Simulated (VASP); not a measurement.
# PbF2 (Fm-3m) in VASP: notebook

PbF2 is run at these levels: PBE, r2SCAN; tasks: single point.

Program: VASP 6.6.1. These are calculated values, not measurements. Logs are shortened: lines on timing, memory, paths and dates and some standing lists are left out, and cuts for length are marked.

### 1 The cell of the first run

The structure is cubic, space group Fm-3m (No. 225). The conventional cell has a = 5.921 Å, b = 5.921 Å, c = 5.921 Å, α = 90.00°, β = 90.00°, γ = 90.00°. Within 3.4 Å of Pb (site symmetry m-3m) lie 8 F at 2.56 Å. F (site symmetry -43m) has 4 Pb at 2.56 Å and 6 F at 2.96 Å within 3.4 Å.

### 2 Single point, PBE

File INCAR:

```
SYSTEM = PbF2
ALGO     = Normal         ! electronic algorithm
EDIFF    = 1E-6           ! SCF threshold, eV
ENCUT    = 520            ! plane-wave cutoff, eV
GGA      = PE             ! functional
ISIF     = 2              ! what is computed and relaxed
ISMEAR   = 0              ! smearing method
LASPH    = .True.         ! aspherical terms in the spheres
LCHARG   = .False.        ! write CHGCAR
LREAL    = .False.        ! projectors in reciprocal space
LWAVE    = .False.        ! write WAVECAR
NBANDS   = 21             ! bands
NELM     = 60             ! most SCF steps
PREC     = Accurate       ! precision mode
SIGMA    = 0.01           ! smearing width, eV
```

File KPOINTS:

```
k-points
0
Gamma
  6 6 6
  0 0 0
```

File POSCAR:

```
PbF2
1.0
    0.0000000000      2.9604388870      2.9604388870
    2.9604388870      0.0000000000      2.9604388870
    2.9604388870      2.9604388870      0.0000000000
Pb F
1 2
Direct
    0.0000000000      0.0000000000      0.0000000000
    0.2500000000      0.2500000000      0.2500000000
    0.7500000000      0.7500000000      0.7500000000
```

Potentials or basis: VASP PAW PBE potentials, release 64 (Pb_d, F).

Run with:

```sh
> cat potpaw_PBE.64/Pb_d/POTCAR potpaw_PBE.64/F/POTCAR > POTCAR
> mpirun -np 1 vasp_std > vasp.out
```

OUTCAR:

```text
SYSTEM = PbF2
   EDIFF = 1E-6
   ENCUT = 520
   GGA = PE
   ISIF = 2
   ISMEAR = 0
   LASPH = .True.
   LREAL = .False.
   NELM = 60
   PREC = Accurate

 ion  position               nearest neighbor table
   1  0.000  0.000  0.000-   3 2.56   3 2.56   3 2.56   2 2.56   2 2.56   2 2.56   3 2.56   2 2.56

   2  0.250  0.250  0.250-   1 2.56   1 2.56   1 2.56   1 2.56
   3  0.750  0.750  0.750-   1 2.56   1 2.56   1 2.56   1 2.56

  LATTYP: Found a face centered cubic cell.
 ALAT       =     5.9208777740

  Lattice vectors:

 A1 = (   0.0000000000,   2.9604388870,   2.9604388870)
 A2 = (   2.9604388870,   0.0000000000,   2.9604388870)
 A3 = (   2.9604388870,   2.9604388870,   0.0000000000)

Analysis of symmetry for initial positions (statically):
=====================================================================
 Subroutine PRICEL returns:
 Original cell was already a primitive cell.

 Routine SETGRP: Setting up the symmetry group for a
 face centered cubic supercell.

 Subroutine GETGRP returns: Found 48 space group operations
 (whereof 48 operations were pure point group operations)
 out of a pool of 48 trial point group operations.

The static configuration has the point symmetry O_h .

Analysis of symmetry for dynamics (positions and initial velocities):
=====================================================================
 Subroutine PRICEL returns:
 Original cell was already a primitive cell.

 Routine SETGRP: Setting up the symmetry group for a
 face centered cubic supercell.

 Subroutine GETGRP returns: Found 48 space group operations
 (whereof 48 operations were pure point group operations)
 out of a pool of 48 trial point group operations.

The dynamic configuration has the point symmetry O_h .

 Subroutine INISYM returns: Found 48 space group operations
 (whereof 48 operations are pure point group operations),
 and found     1 'primitive' translations

----------------------------------------------------------------------------------------

                                     Primitive cell

  volume of cell :      51.8917

  direct lattice vectors                    reciprocal lattice vectors
     0.000000000  2.960438887  2.960438887    -0.168893877  0.168893877  0.168893877
     2.960438887  0.000000000  2.960438887     0.168893877 -0.168893877  0.168893877
     2.960438887  2.960438887  0.000000000     0.168893877  0.168893877 -0.168893877

  length of vectors
     4.186692825  4.186692825  4.186692825     0.292532775  0.292532775  0.292532775

  position of ions in fractional coordinates (direct lattice)
     0.000000000  0.000000000  0.000000000
     0.250000000  0.250000000  0.250000000
     0.750000000  0.750000000  0.750000000

  ion indices of the primitive-cell ions
   primitive index   ion index
                 1           1
                 2           2
                 3           3

----------------------------------------------------------------------------------------

 KPOINTS: k-points

Automatic generation of k-mesh.
 Grid dimensions read from file:
 generate k-points for:    6    6    6

 Generating k-lattice:

  Cartesian coordinates                     Fractional coordinates (reciprocal lattice)
    -0.028148979  0.028148979  0.028148979     0.166666667  0.000000000  0.000000000
     0.028148979 -0.028148979  0.028148979     0.000000000  0.166666667  0.000000000
     0.028148979  0.028148979 -0.028148979     0.000000000  0.000000000  0.166666667

  Length of vectors
     0.048755463  0.048755463  0.048755463

  Shift w.r.t. Gamma in fractional coordinates (k-lattice)
     0.000000000  0.000000000  0.000000000

 Subroutine IBZKPT returns following result:
 ===========================================

 Found     16 irreducible k-points:

 Following reciprocal coordinates:
            Coordinates               Weight
  0.000000  0.000000  0.000000      1.000000
  0.166667  0.000000  0.000000      8.000000
  0.333333  0.000000  0.000000      8.000000
  0.500000  0.000000  0.000000      4.000000
  0.166667  0.166667  0.000000      6.000000
  0.333333  0.166667  0.000000     24.000000
[... 8 lines left out ...]
 -0.333333  0.333333  0.166667     24.000000
 -0.333333  0.500000  0.166667     12.000000
   k-points           NKPTS =     16   k-points in BZ     NKDIM =     16   number of bands    NBANDS=     21
   number of dos      NEDOS =    301   number of ions     NIONS =      3
   total plane-waves  NPLWV =  32768
   dimension x,y,z NGX =    32 NGY =   32 NGZ =   32
   dimension x,y,z NGXF=    64 NGYF=   64 NGZF=   64
   ions per type =               1   2
   NGX,Y,Z   is equivalent  to a cutoff of  12.71, 12.71, 12.71 a.u.
   NGXF,Y,Z  is equivalent  to a cutoff of  25.41, 25.41, 25.41 a.u.
 SYSTEM =  PbF2
   PREC   = accura    normal or accurate (medium, high low for compatibility)
   ISTART =      0    job   : 0-new  1-cont  2-samecut
   ICHARG =      2    charge: 1-file 2-atom 10-const
   ISPIN  =      1    spin polarized calculation?
   LNONCOLLINEAR =      F non collinear calculations
   LSORBIT =      F    spin-orbit coupling
   LASPH  =      T    aspherical Exc in radial PAW
   ENCUT  =  520.0 eV  38.22 Ry    6.18 a.u.   7.78  7.78  7.78*2*pi/ulx,y,z
   NELM   =     60;   NELMIN=  2; NELMDL= -5     # of ELM steps
   EDIFF  = 0.1E-05   stopping-criterion for ELM
   LREAL  =      F    real-space projection
   EDIFFG = 0.1E-04   stopping-criterion for IOM
   NSW    =      0    number of steps for IOM
   IBRION =     -1    ionic relax: 0-MD 1-quasi-New 2-CG
   NFREE  =      0    steps in history (QN), initial steepest desc. (CG)
   ISIF   =      2    stress and relaxation
   ISYM   =      2    0-nonsym 1-usesym 2-fastsym
   POTIM  = 0.5000    time-step for ionic-motion
   TEBEG  =    0.0;   TEEND  =   0.0 temperature during run
   PSTRESS=    0.0 pullay stress
   NELECT =      28.0000    total number of electrons
   NUPDOWN=      -1.0000    fix difference up-down
   EMIN   =  10.00;   EMAX   =-10.00  energy-range for DOS
   EFERMI =   0.00;   METHOD = LEGACY
   ISMEAR =     0;   SIGMA  =   0.01  broadening in eV -4-tet -1-fermi 0-gaus
   EFERMI_NEDOS =   21; number of points for ismear=-14 and -15
   IALGO  =     38    algorithm
   IMIX   =      4    mixing-type and parameters
     AMIX     =   0.40;   BMIX     =  1.00
     AMIX_MAG =   1.60;   BMIX_MAG =  1.00
  volume/ion in A,a.u.               =      17.30       116.73
  Fermi-wavevector in a.u.,A,eV,Ry     =   1.332789  2.518606 24.168391  1.776327
  Thomas-Fermi vector in A             =   2.461697
   LORBIT       =      0    0 simple, 1 ext, 2 COOP (PROOUT), +10 PAW based schemes
   GGA     = PE    functional components
   LHFCALC =     F    Hartree Fock is set to
   AEXX    =    0.0000 exact exchange contribution
   IVDW    =     0    specifies the selected vdW correction
   LEPSILON=     F    determine dielectric tensor
   LRPA    =     F    only Hartree local field effects (RPA)
 non-spin polarized calculation
 Gauss-broadening in eV      SIGMA  =   0.01
  energy-cutoff  :      520.00
  volume of cell :       51.89
 maximum number of plane-waves:      1411
   NGX = 15   NGY = 15   NGZ = 15

 number of electron      28.0000003 magnetization

 Free energy of the ion-electron system (eV)
  ---------------------------------------------------
  ext. energy  EPLUGINS =         0.00000000
  ---------------------------------------------------
  free energy    TOTEN  =       -14.33096920 eV

  energy without entropy =      -14.33096920  energy(sigma->0) =      -14.33096920

 E-fermi :   2.0104     XC(G=0):  -9.4226

 val. band max:        1.9072218994   @ k =  -0.3333   0.3333   0.1667
 cond. band min:       6.3453228079   @ k =   0.5000   0.5000   0.0000
 fundamental gap:      4.4381009085
 Fermi energy:         2.0104296463

 k-point     1 :       0.0000    0.0000    0.0000
  band No.  band energies     occupation
      1     -19.1951      2.00000
      2     -18.5684      2.00000
      3     -12.5115      2.00000
      4     -12.5115      2.00000
      5     -12.5115      2.00000
      6     -12.4535      2.00000
[... 13 lines left out ...]
     20      17.0859      0.00000
     21      19.4600      0.00000

 k-point     2 :       0.1667    0.0000    0.0000
  band No.  band energies     occupation
      1     -19.1420      2.00000
      2     -18.6164      2.00000
      3     -12.5014      2.00000
      4     -12.5014      2.00000
      5     -12.4563      2.00000
      6     -12.4526      2.00000
[... 13 lines left out ...]
     20      16.4536      0.00000
     21      18.4673      0.00000

 k-point     3 :       0.3333    0.0000    0.0000
  band No.  band energies     occupation
      1     -19.0169      2.00000
      2     -18.7279      2.00000
      3     -12.4937      2.00000
      4     -12.4937      2.00000
      5     -12.4381      2.00000
      6     -12.4381      2.00000
[... 13 lines left out ...]
     20      15.8502      0.00000
     21      16.8847      0.00000

 k-point     4 :       0.5000    0.0000    0.0000
  band No.  band energies     occupation
      1     -18.9049      2.00000
      2     -18.8313      2.00000
      3     -12.4950      2.00000
      4     -12.4950      2.00000
      5     -12.4256      2.00000
      6     -12.4256      2.00000
[... 13 lines left out ...]
     20      15.6832      0.00000
     21      16.1974      0.00000

 k-point     5 :       0.1667    0.1667    0.0000
  band No.  band energies     occupation
      1     -19.1261      2.00000
      2     -18.6298      2.00000
      3     -12.4898      2.00000
      4     -12.4898      2.00000
      5     -12.4617      2.00000
      6     -12.4499      2.00000
[... 13 lines left out ...]
     20      17.3389      0.00000
     21      18.4853      0.00000
[... 190 lines left out ...]
     20      18.6205      0.00000
     21      19.2431      0.00000

 k-point    14 :       0.5000    0.3333    0.1667
  band No.  band energies     occupation
      1     -18.9474      2.00000
      2     -18.7824      2.00000
      3     -12.4750      2.00000
      4     -12.4505      2.00000
      5     -12.4494      2.00000
      6     -12.4044      2.00000
[... 13 lines left out ...]
     20      17.8499      0.00000
     21      18.6603      0.00000

 k-point    15 :      -0.3333    0.3333    0.1667
  band No.  band energies     occupation
      1     -18.8703      2.00000
      2     -18.8519      2.00000
      3     -12.4735      2.00000
      4     -12.4538      2.00000
      5     -12.4303      2.00000
      6     -12.3770      2.00000
[... 13 lines left out ...]
     20      18.4768      0.00000
     21      18.5148      0.00000

 k-point    16 :      -0.3333    0.5000    0.1667
  band No.  band energies     occupation
      1     -18.8857      2.00000
      2     -18.8316      2.00000
      3     -12.4795      2.00000
      4     -12.4389      2.00000
      5     -12.4223      2.00000
      6     -12.3881      2.00000
[... 13 lines left out ...]
     20      17.2891      0.00000
     21      18.5640      0.00000

------------------------ aborting loop because EDIFF is reached ----------------------------------------

  FORCE on cell =-STRESS in cart. coord.  units (eV):
  Direction    XX          YY          ZZ          XY          YZ          ZX
  --------------------------------------------------------------------------------------
  -------------------------------------------------------------------------------------
  Total        0.8880727      0.8880727      0.8880727      0.0000000     -0.0000000      0.0000000
  in kB       27.4195807     27.4195807     27.4195807      0.0000000     -0.0000000      0.0000000
  external PRESSURE =      27.4195807 kB  Pullay stress =       0.0000000 kB

 VOLUME and BASIS-vectors are now :
 -----------------------------------------------------------------------------
  energy-cutoff  :      520.00
  volume of cell :       51.89
      direct lattice vectors                 reciprocal lattice vectors
     0.000000000  2.960438887  2.960438887    -0.168893877  0.168893877  0.168893877
     2.960438887  0.000000000  2.960438887     0.168893877 -0.168893877  0.168893877
     2.960438887  2.960438887  0.000000000     0.168893877  0.168893877 -0.168893877

 POSITION                                       TOTAL-FORCE (eV/Angst)
 -----------------------------------------------------------------------------------
      0.00000      0.00000      0.00000         0.000000     -0.000000      0.000000
      1.48022      1.48022      1.48022         0.000000      0.000000     -0.000000
      4.44066      4.44066      4.44066        -0.000000     -0.000000      0.000000
 -----------------------------------------------------------------------------------
    total drift:                                0.000000     -0.000000      0.000000

  FREE ENERGIE OF THE ION-ELECTRON SYSTEM (eV)
  ---------------------------------------------------
  free  energy   TOTEN  =       -14.3309691981 eV

  energy  without entropy=      -14.3309691981  energy(sigma->0) =      -14.33096920
```

It took 7.5 s on 1 thread of Intel Xeon 6975P-C (Granite Rapids), shared host; peak memory 0.17 GiB.

Results:

| Item | Value |
| --- | --- |
| Free energy | -14.3310 eV |
| Pressure | 2.7 GPa |
| Band gap on the k mesh | 4.44 eV, indirect (least direct gap 4.56 eV) |

Levels at points of the mesh, in eV from the valence-band top:
| k point | band 10 | band 11 | band 12 | band 13 | band 14 | band 15 | band 16 | band 17 | band 18 | band 19 |
| --- | --- | --- | --- | --- | --- | --- | --- | --- | --- | --- |
| (0.00, 0.00, 0.00) | -2.47 | -2.47 | -1.98 | -1.98 | -1.98 | 6.80 | 6.80 | 6.80 | 10.67 | 15.18 |
| (0.50, 0.00, 0.00) | -2.68 | -2.68 | -2.14 | -2.14 | -0.01 | 5.05 | 7.70 | 7.70 | 13.25 | 13.78 |
| (0.50, 0.50, 0.00) | -3.56 | -1.55 | -1.55 | -1.55 | -0.12 | 4.44 | 7.93 | 7.93 | 8.98 | 14.23 |

Caveat: spin-orbit coupling is left out, which moves the levels of the heavy elements. Expect the measured gap to be larger: semilocal functionals such as PBE lack the derivative discontinuity.

### 3 Single point, PBE

File INCAR:

```
PREC = Accurate
ENCUT = 520
EDIFF = 1E-7
ISMEAR = 0
SIGMA = 0.01
LREAL = F
LASPH = T
NELM = 60
ALGO = Normal
ISIF = 2
LWAVE = F
LCHARG = T
GGA = PE
LELF = T
LVHAR = T
NBANDS = 21
```

File KPOINTS:

```
regular mesh
0
Gamma
  6 6 6
```

POSCAR is that of step 2.

Potentials or basis: VASP PAW PBE potentials, release 64 (Pb_d, F).

Run with:

```sh
> cat potpaw_PBE.64/Pb_d/POTCAR potpaw_PBE.64/F/POTCAR > POTCAR
> mpirun -np 1 vasp_std > vasp.out
```

Run time: 8.5 s. Hardware: 1 thread of Intel Xeon 6975P-C (Granite Rapids), shared host; peak memory 0.17 GiB.

It converged, with:

```yaml
Free_energy: -14.3310 eV
Pressure: 2.7 GPa
Band_gap_on_the_k_mesh: 4.44 eV, indirect (least direct gap 4.56 eV)
```

Levels at points of the mesh, in eV from the valence-band top:
```csv
k point,band 12,band 13,band 14,band 15,band 16,band 17
"(0.00, 0.00, 0.00)",-1.98,-1.98,-1.98,6.80,6.80,6.80
"(0.50, 0.00, 0.00)",-2.14,-2.14,-0.01,5.05,7.70,7.70
"(0.50, 0.50, 0.00)",-1.55,-1.55,-0.12,4.44,7.93,7.93
```

Caveat: spin-orbit coupling is left out, which moves the levels of the heavy elements. A k mesh can miss the band edges.

[end of part 1 of 2]
